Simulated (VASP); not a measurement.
# C (Im-3m) in VASP: notebook

Runs on C. Level: revPBE. Tasks: relaxation of cell and atoms, single point.

Everything below comes from runs of VASP 6.6.1. Logs are shortened: lines on timing, memory, paths and dates and some standing lists are left out, and cuts for length are marked.

## 1. The cell of the first run

The structure is cubic, space group Im-3m (No. 229). The conventional cell has a = 2.365 Å, b = 2.365 Å, c = 2.365 Å, α = 90.00°, β = 90.00°, γ = 90.00°. C (site symmetry m-3m) has 14 C at 2.05 to 2.37 Å within 2.7 Å.

## 2. Relaxation of cell and atoms, revPBE

Contents of INCAR:

```
  PREC = Accurate
  ENCUT = 600
  EDIFF = 1E-7
  ISMEAR = -1
  SIGMA = 0.1
  LREAL = F
  LASPH = T
  NELM = 60
  ALGO = Normal
  ISIF = 3
  LWAVE = F
  LCHARG = F
  GGA = RE
  IBRION = 2
  NSW = 80
  EDIFFG = -0.01
```

Contents of KPOINTS:

```
Automatic mesh
0
Gamma
  18 18 18
```

Contents of POSCAR:

```
C
1.0
   -1.1826249197      1.1826249197      1.1826249197
    1.1826249197     -1.1826249197      1.1826249197
    1.1826249197      1.1826249197     -1.1826249197
C
1
Direct
    0.0000000000      0.0000000000      0.0000000000
```

Potentials or basis: VASP PAW PBE potentials, release 64 (C).

Run with:

```console
> cat potpaw_PBE.64/C/POTCAR > POTCAR
> mpirun -np 1 vasp_std > vasp.out
```

OUTCAR:

```text
PREC = Accurate
   ENCUT = 600
   EDIFF = 1E-7
   ISMEAR = -1
   LREAL = F
   LASPH = T
   NELM = 60
   ISIF = 3
   GGA = RE
   IBRION = 2
   NSW = 80
   EDIFFG = -0.01

 ion  position               nearest neighbor table
   1  0.000  0.000  0.000-

  LATTYP: Found a body centered cubic cell.
 ALAT       =     2.3652498394

  Lattice vectors:

 A1 = (  -1.1826249197,   1.1826249197,   1.1826249197)
 A2 = (   1.1826249197,  -1.1826249197,   1.1826249197)
 A3 = (   1.1826249197,   1.1826249197,  -1.1826249197)

Analysis of symmetry for initial positions (statically):
=====================================================================
 Subroutine PRICEL returns:
 Original cell was already a primitive cell.

 Routine SETGRP: Setting up the symmetry group for a
 body centered cubic supercell.

 Subroutine GETGRP returns: Found 48 space group operations
 (whereof 48 operations were pure point group operations)
 out of a pool of 48 trial point group operations.

The static configuration has the point symmetry O_h .

Analysis of symmetry for dynamics (positions and initial velocities):
=====================================================================
 Subroutine PRICEL returns:
 Original cell was already a primitive cell.

 Routine SETGRP: Setting up the symmetry group for a
 body centered cubic supercell.

 Subroutine GETGRP returns: Found 48 space group operations
 (whereof 48 operations were pure point group operations)
 out of a pool of 48 trial point group operations.

The dynamic configuration has the point symmetry O_h .

 Subroutine INISYM returns: Found 48 space group operations
 (whereof 48 operations are pure point group operations),
 and found     1 'primitive' translations

----------------------------------------------------------------------------------------

                                     Primitive cell

  volume of cell :       6.6161

  direct lattice vectors                    reciprocal lattice vectors
    -1.182624920  1.182624920  1.182624920     0.000000000  0.422788317  0.422788317
     1.182624920 -1.182624920  1.182624920     0.422788317  0.000000000  0.422788317
     1.182624920  1.182624920 -1.182624920     0.422788317  0.422788317  0.000000000

  length of vectors
     2.048366447  2.048366447  2.048366447     0.597912973  0.597912973  0.597912973

  position of ions in fractional coordinates (direct lattice)
     0.000000000  0.000000000  0.000000000

  ion indices of the primitive-cell ions
   primitive index   ion index
                 1           1

----------------------------------------------------------------------------------------

 KPOINTS: Automatic mesh

Automatic generation of k-mesh.
 Grid dimensions read from file:
 generate k-points for:   18   18   18

 Generating k-lattice:

  Cartesian coordinates                     Fractional coordinates (reciprocal lattice)
     0.000000000  0.023488240  0.023488240     0.055555556  0.000000000  0.000000000
     0.023488240  0.000000000  0.023488240     0.000000000  0.055555556  0.000000000
     0.023488240  0.023488240  0.000000000     0.000000000  0.000000000  0.055555556

  Length of vectors
     0.033217387  0.033217387  0.033217387

  Shift w.r.t. Gamma in fractional coordinates (k-lattice)
     0.000000000  0.000000000  0.000000000

 Subroutine IBZKPT returns following result:
 ===========================================

 Found    195 irreducible k-points:

 Following reciprocal coordinates:
            Coordinates               Weight
  0.000000  0.000000  0.000000      1.000000
  0.055556  0.000000  0.000000     12.000000
  0.111111  0.000000  0.000000     12.000000
  0.166667  0.000000  0.000000     12.000000
  0.222222  0.000000  0.000000     12.000000
  0.277778  0.000000  0.000000     12.000000
[... 16 lines left out ...]
  0.333333  0.111111  0.000000     48.000000
  0.388889  0.111111  0.000000     48.000000
 [... further k-points ...]
   k-points           NKPTS =    195   k-points in BZ     NKDIM =    195   number of bands    NBANDS=      6
   number of dos      NEDOS =    301   number of ions     NIONS =      1
   total plane-waves  NPLWV =   4096
   dimension x,y,z NGX =    16 NGY =   16 NGZ =   16
   dimension x,y,z NGXF=    32 NGYF=   32 NGZF=   32
   ions per type =               1
   NGX,Y,Z   is equivalent  to a cutoff of  12.99, 12.99, 12.99 a.u.
   NGXF,Y,Z  is equivalent  to a cutoff of  25.97, 25.97, 25.97 a.u.
 SYSTEM =  unknown system
   PREC   = accura    normal or accurate (medium, high low for compatibility)
   ISTART =      0    job   : 0-new  1-cont  2-samecut
   ICHARG =      2    charge: 1-file 2-atom 10-const
   ISPIN  =      1    spin polarized calculation?
   LNONCOLLINEAR =      F non collinear calculations
   LSORBIT =      F    spin-orbit coupling
   LASPH  =      T    aspherical Exc in radial PAW
   ENCUT  =  600.0 eV  44.10 Ry    6.64 a.u.   4.09  4.09  4.09*2*pi/ulx,y,z
   NELM   =     60;   NELMIN=  2; NELMDL= -5     # of ELM steps
   EDIFF  = 0.1E-06   stopping-criterion for ELM
   LREAL  =      F    real-space projection
   EDIFFG = -.1E-01   stopping-criterion for IOM
   NSW    =     80    number of steps for IOM
   IBRION =      2    ionic relax: 0-MD 1-quasi-New 2-CG
   NFREE  =      1    steps in history (QN), initial steepest desc. (CG)
   ISIF   =      3    stress and relaxation
   ISYM   =      2    0-nonsym 1-usesym 2-fastsym
   POTIM  = 0.5000    time-step for ionic-motion
   TEBEG  =    0.0;   TEEND  =   0.0 temperature during run
   PSTRESS=    0.0 pullay stress
   NELECT =       4.0000    total number of electrons
   NUPDOWN=      -1.0000    fix difference up-down
   EMIN   =  10.00;   EMAX   =-10.00  energy-range for DOS
   EFERMI =   0.00;   METHOD = LEGACY
   ISMEAR =    -1;   SIGMA  =   0.10  broadening in eV -4-tet -1-fermi 0-gaus
   EFERMI_NEDOS =   21; number of points for ismear=-14 and -15
   IALGO  =     38    algorithm
   IMIX   =      4    mixing-type and parameters
     AMIX     =   0.40;   BMIX     =  1.00
     AMIX_MAG =   1.60;   BMIX_MAG =  1.00
  volume/ion in A,a.u.               =       6.62        44.65
  Fermi-wavevector in a.u.,A,eV,Ry     =   1.384292  2.615933 26.072371  1.916265
  Thomas-Fermi vector in A             =   2.508810
   LORBIT       =      0    0 simple, 1 ext, 2 COOP (PROOUT), +10 PAW based schemes
   GGA     = RE    functional components
   LHFCALC =     F    Hartree Fock is set to
   AEXX    =    0.0000 exact exchange contribution
   IVDW    =     0    specifies the selected vdW correction
   LEPSILON=     F    determine dielectric tensor
   LRPA    =     F    only Hartree local field effects (RPA)
 conjugate gradient relaxation of ions
 non-spin polarized calculation
  energy-cutoff  :      600.00
  volume of cell :        6.62
 maximum number of plane-waves:       236
   NGX =  9   NGY =  9   NGZ =  9

--------------------------------------- Ionic step        1  -------------------------------------------

 number of electron       4.0000000 magnetization

 Free energy of the ion-electron system (eV)
  ---------------------------------------------------
  ext. energy  EPLUGINS =         0.00000000
  ---------------------------------------------------
  free energy    TOTEN  =        -4.52674516 eV

  energy without entropy =       -4.51576428  energy(sigma->0) =       -4.52125472

------------------------ aborting loop because EDIFF is reached ----------------------------------------

  FORCE on cell =-STRESS in cart. coord.  units (eV):
  Direction    XX          YY          ZZ          XY          YZ          ZX
  --------------------------------------------------------------------------------------
  -------------------------------------------------------------------------------------
  Total        0.1961836      0.1961836      0.1961836      0.0000000      0.0000000     -0.0000000
  in kB       47.5085907     47.5085907     47.5085907      0.0000000      0.0000000     -0.0000000
  external PRESSURE =      47.5085907 kB  Pullay stress =       0.0000000 kB

 VOLUME and BASIS-vectors are now :
 -----------------------------------------------------------------------------
  energy-cutoff  :      600.00
  volume of cell :        6.62
      direct lattice vectors                 reciprocal lattice vectors
    -1.182624920  1.182624920  1.182624920     0.000000000  0.422788317  0.422788317
     1.182624920 -1.182624920  1.182624920     0.422788317  0.000000000  0.422788317
     1.182624920  1.182624920 -1.182624920     0.422788317  0.422788317  0.000000000
[... 36 lines left out ...]
 POSITION                                       TOTAL-FORCE (eV/Angst)
 -----------------------------------------------------------------------------------
      0.00000     -0.00000      0.00000        -0.000000     -0.000000      0.000000
 -----------------------------------------------------------------------------------
    total drift:                                0.000000      0.000000      0.000000

  FREE ENERGIE OF THE ION-ELECTRON SYSTEM (eV)
  ---------------------------------------------------
  free  energy   TOTEN  =        -4.5292185405 eV

  energy  without entropy=       -4.5179750118  energy(sigma->0) =       -4.52359678

--------------------------------------- Ionic step        3  -------------------------------------------

 number of electron       4.0000000 magnetization

 Free energy of the ion-electron system (eV)
  ---------------------------------------------------
  ext. energy  EPLUGINS =         0.00000000
  ---------------------------------------------------
  free energy    TOTEN  =        -4.52924201 eV

  energy without entropy =       -4.51802748  energy(sigma->0) =       -4.52363474

 E-fermi :   8.3890     XC(G=0): -13.0314

 val. band max:        8.3750818134   @ k =  -0.3889  -0.4444   0.0556
 cond. band min:       8.4128509966   @ k =   0.2778   0.2778   0.1667
 fundamental gap:      0.0377691832
 Fermi energy:         8.3889568603

 k-point     1 :       0.0000    0.0000    0.0000
  band No.  band energies     occupation
      1     -11.0966      2.00000
      2      17.3524      0.00000
      3      17.3524      0.00000
      4      17.3524      0.00000
      5      41.2709      0.00000
      6      41.2709      0.00000

 k-point     2 :       0.0556    0.0000    0.0000
  band No.  band energies     occupation
      1     -10.9595      2.00000
      2      17.0132      0.00000
      3      17.1613      0.00000
      4      17.3139      0.00000
      5      40.2365      0.00000
      6      40.2902      0.00000
[... 181 lines left out ...]
 k-point    23 :       0.3333    0.1111    0.0000
  band No.  band energies     occupation
      1      -4.0784      2.00000
      2       4.9536      2.00000
      3      11.8865      0.00000
      4      15.3119      0.00000
      5      31.0355      0.00000
      6      32.6247      0.00000

 k-point    24 :       0.3889    0.1111    0.0000
  band No.  band energies     occupation
      1      -2.1103      2.00000
      2       2.4474      2.00000
      3      11.5427      0.00000
      4      15.1503      0.00000
      5      30.7562      0.00000
      6      32.4090      0.00000

 [... further k-points ...]

------------------------ aborting loop because EDIFF is reached ----------------------------------------

  FORCE on cell =-STRESS in cart. coord.  units (eV):
  Direction    XX          YY          ZZ          XY          YZ          ZX
  --------------------------------------------------------------------------------------
  -------------------------------------------------------------------------------------
  Total        0.0001744      0.0001744      0.0001744      0.0000000      0.0000000      0.0000000
  in kB        0.0411713      0.0411713      0.0411713      0.0000000      0.0000000      0.0000000
  external PRESSURE =       0.0411713 kB  Pullay stress =       0.0000000 kB

 VOLUME and BASIS-vectors are now :
 -----------------------------------------------------------------------------
  energy-cutoff  :      600.00
  volume of cell :        6.79
      direct lattice vectors                 reciprocal lattice vectors
    -1.192802835  1.192802835  1.192802835     0.000000000  0.419180761  0.419180761
     1.192802835 -1.192802835  1.192802835     0.419180761  0.000000000  0.419180761
     1.192802835  1.192802835 -1.192802835     0.419180761  0.419180761  0.000000000

 POSITION                                       TOTAL-FORCE (eV/Angst)
 -----------------------------------------------------------------------------------
      0.00000     -0.00000      0.00000        -0.000000      0.000000     -0.000000
 -----------------------------------------------------------------------------------
    total drift:                                0.000000      0.000000     -0.000000

  FREE ENERGIE OF THE ION-ELECTRON SYSTEM (eV)
  ---------------------------------------------------
  free  energy   TOTEN  =        -4.5292420094 eV

  energy  without entropy=       -4.5180274765  energy(sigma->0) =       -4.52363474

 reached required accuracy - stopping structural energy minimisation
```

Run time: 25 s. Hardware: 1 thread of Intel Xeon 8259CL, shared host; peak memory 0.08 GiB.

Results:

| Property | Result |
| --- | --- |
| Free energy | -4.5292 eV |
| Relaxed volume | 6.79 Å³/atom |
| Relaxed cell | a = 2.066 Å, b = 2.066 Å, c = 2.066 Å, α = 109.47°, β = 109.47°, γ = 109.47° |
| Space group after relaxing (to 0.05 Å) | Im-3m (No. 229) |
| Energy gained by relaxing | 2.5 meV/atom |
| Ionic steps | 3 |
| Pressure after relaxing | 0.0 GPa |
| Band gap on the k mesh | zero (band 2 reaches 17.35 eV, above the bottom of band 3 at 3.41 eV) |

The path:
```tsv
step	energy change (eV)	largest force (eV/Å)	pressure (GPa)	volume (Å³)
1	0.0000	0.0000	4.75	6.62
2	-0.0025	0.0000	-0.44	6.81
3	-0.0025	0.0000	0.00	6.79
```

Final structure:
```
C
1.0
    -1.19280    1.19280    1.19280
     1.19280   -1.19280    1.19280
     1.19280    1.19280   -1.19280
C
1
Direct
  0.00000 0.00000 0.00000
```

Levels at points of the mesh, in eV from the Fermi level:
```
           k point  band 1  band 2  band 3  band 4  band 5
(0.00, 0.00, 0.00)  -19.49    8.96    8.96    8.96   32.88
(0.50, 0.00, 0.00)   -8.73   -8.65    4.37    7.59   21.39
(0.50, 0.50, 0.50)   -1.53   -1.53   -1.53    0.31   11.91
```

Caveat: the PAW data sets were made with another functional, which shifts forces and pressure a little.

## 3. Single point, revPBE

This run uses another cell than the first one, of 6.79 Å³/atom, 1.027 times its volume.

Contents of INCAR:

```
ALGO = Normal
EDIFF = 1E-6
ENCUT = 520
GGA = RE
ISIF = 2
ISMEAR = -1
LASPH = True
LCHARG = False
LREAL = False
LWAVE = False
NBANDS = 8
NELM = 60
PREC = Accurate
SIGMA = 0.1
```

Contents of KPOINTS:

```
k-points
0
Gamma
  30 30 30
```

Contents of POSCAR:

```
C
1.0
   -1.1931817733      1.1931817733      1.1931817733
    1.1931817733     -1.1931817733      1.1931817733
    1.1931817733      1.1931817733     -1.1931817733
C
1
Direct
    0.0000000000      0.0000000000      0.0000000000
```

Potentials or basis: VASP PAW PBE potentials, release 64 (C).

Run with:

```console
> cat potpaw_PBE.64/C/POTCAR > POTCAR
> mpirun -np 1 vasp_std > vasp.out
```

Wall time 54 s (1 thread of Intel Xeon 8259CL, shared host); peak memory 0.11 GiB.

The run converged. Its results:

- Free energy: -4.5283 eV
- Pressure: 0.0 GPa
- Band gap on the k mesh: zero (band 2 reaches 17.33 eV, above the bottom of band 3 at 3.41 eV)

Levels at points of the mesh, in eV from the Fermi level:
```
           k point  band 1  band 2  band 3  band 4  band 5
(0.00, 0.00, 0.00)  -19.43    9.00    9.00    9.00   32.91
(0.50, 0.00, 0.00)   -8.68   -8.61    4.41    7.62   21.41
(0.50, 0.50, 0.50)   -1.49   -1.49   -1.49    0.34   11.95
```

Caveat: the PAW data sets were made with another functional, which shifts forces and pressure a little.
